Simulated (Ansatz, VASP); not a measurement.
This is a calculation of Os for Ansatz 0.2.0.

The input input.yaml:

```yaml
crystal:
  lattice:
    - [2.770079126, 0.0, 0.0]
    - [-1.385039563, 2.3989588936, 0.0]
    - [0.0, 0.0, 4.3765446767]
  atoms:
    - { symbol: Os, position: [0.6666666667, 0.3333333333, 0.75] }
    - { symbol: Os, position: [0.3333333333, 0.6666666667, 0.25] }
hamiltonian:
  xc: pbe
  pseudopotentials: { kind: paw }
  dispersion: d4
kpoints:
  mp_grid: { grid: [11, 11, 6] }
scf:
  occupations: { method: fermi_dirac, width: 0.05 }
output:
  forces: true
  stress: true
  eigenvalues: true
```

Potentials or basis: Ansatz PAW.

Launch:

```sh
$ ansatz run input.yaml --threads 2 --pin off --max-ram 5120MiB --backend cpu --events-out ev --progress --plain --runs-dir out
```

**Question.** Translate it to VASP 6.6.1. Potentials there: VASP PAW PBE potentials, release 64 (Os).

**Answer.** As run (the cutoff follows the program's own potentials):

Contents of INCAR:

```
SYSTEM = Os
ALGO = Fast
EDIFF = 1E-7
ENCUT = 520
GGA = PE
ISIF = 2
ISMEAR = -1
IVDW = 13
LASPH = .TRUE.
LCHARG = .FALSE.
LREAL = .FALSE.
LWAVE = .FALSE.
NBANDS = 15
NELM = 60
PREC = Accurate
SIGMA = 0.05
```

The input KPOINTS:

```
k-points
0
G
  11 11 6
  0 0 0
```

File POSCAR:

```
Os
1.0
    2.7700791260      0.0000000000      0.0000000000
   -1.3850395630      2.3989588936      0.0000000000
    0.0000000000      0.0000000000      4.3765446767
Os
2
Direct
    0.6666666667      0.3333333333      0.7500000000
    0.3333333333      0.6666666667      0.2500000000
```

Potentials or basis: VASP PAW PBE potentials, release 64 (Os).

Command:

```sh
$ cat potpaw_PBE.64/Os/POTCAR > POTCAR
$ mpirun -np 1 vasp_std > vasp.out
```

Both were run:

|  | VASP | Ansatz | Ansatz less VASP |
| --- | --- | --- | --- |
| gap on the k mesh at the Fermi level (eV) | none | none | - |
| pressure (GPa) | -14.1 | -13.8 | +0.30 |
| traceless stress, the component that is largest in VASP (GPa) | -0.55 | -0.45 | +0.105 |

A gap of «none» marks a metal or a gap that the smearing closes. VASP's potentials hold 16 valence electrons a cell and Ansatz's 32, so a difference there can come from the potentials and not from the codes.

Spin-orbit coupling is off throughout.
